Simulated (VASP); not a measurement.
**Yb: single point with PBEsol**

The system is Yb.

```
Yb
1.0
     0.00000    2.50043    2.50043
     2.50043    0.00000    2.50043
     2.50043    2.50043    0.00000
Yb
1
Direct
  0.00000 0.00000 0.00000
```

```json
{
  "Program": "VASP 6.6.1",
  "Task": "single point",
  "Functional": "PBEsol",
  "Potentials or basis": "VASP PAW PBE potentials, release 64 (Yb)",
  "Cutoff": "520 eV",
  "k mesh": "18 × 18 × 18",
  "Occupations": "fermi-dirac, width 0.05 eV",
  "Spin": "collinear spin, ferromagnetic start",
  "Starting moments": "[1.0] μB",
  "Dipole correction": "no",
  "Further INCAR settings": "ALGO = Normal; EDIFF = 1e-06; NBANDS = 22"
}
```

```json
{"Pressure": "0.7 GPa", "Band gap on the k mesh": "zero (filled and empty bands overlap)", "Net moment": "0.00 μB per cell", "Valence electrons inside the program's atomic spheres": "Yb 22.16"}
```

Levels at points of the mesh, in eV from the Fermi level:
Spin up:
```
           k point  band 9  band 10  band 11  band 12  band 13  band 14  band 15  band 16
(0.00, 0.00, 0.00)   -0.43    -0.30    -0.30    -0.30     2.97     2.97     2.97     5.43
(0.50, 0.00, 0.00)   -0.43    -0.32    -0.32    -0.29     0.75     2.72     2.72     7.25
(0.50, 0.50, 0.00)   -0.42    -0.35    -0.34    -0.34    -0.15     2.30     7.28     7.80
```
Spin down:
```
           k point  band 8  band 9  band 10  band 11  band 12  band 13  band 14  band 15  band 16  band 17
(0.00, 0.00, 0.00)   -0.43   -0.43    -0.30    -0.30    -0.30     2.97     2.97     2.97     5.43     5.43
(0.50, 0.00, 0.00)   -0.44   -0.43    -0.32    -0.32    -0.29     0.75     2.72     2.72     7.25     7.25
(0.50, 0.50, 0.00)   -0.42   -0.42    -0.35    -0.34    -0.34    -0.15     2.30     7.28     7.80     7.80
```

It took 4.9 min on 1 thread of Intel(R) Xeon(R) Platinum 8488C (Sapphire Rapids) (shared host), peak memory 0.35 GiB.

Caveat: the PAW data sets were made with another functional, which shifts forces and pressure a little; spin-orbit coupling is left out, which moves the levels of the heavy elements. The state reached can hang on the start; a lower one may exist.
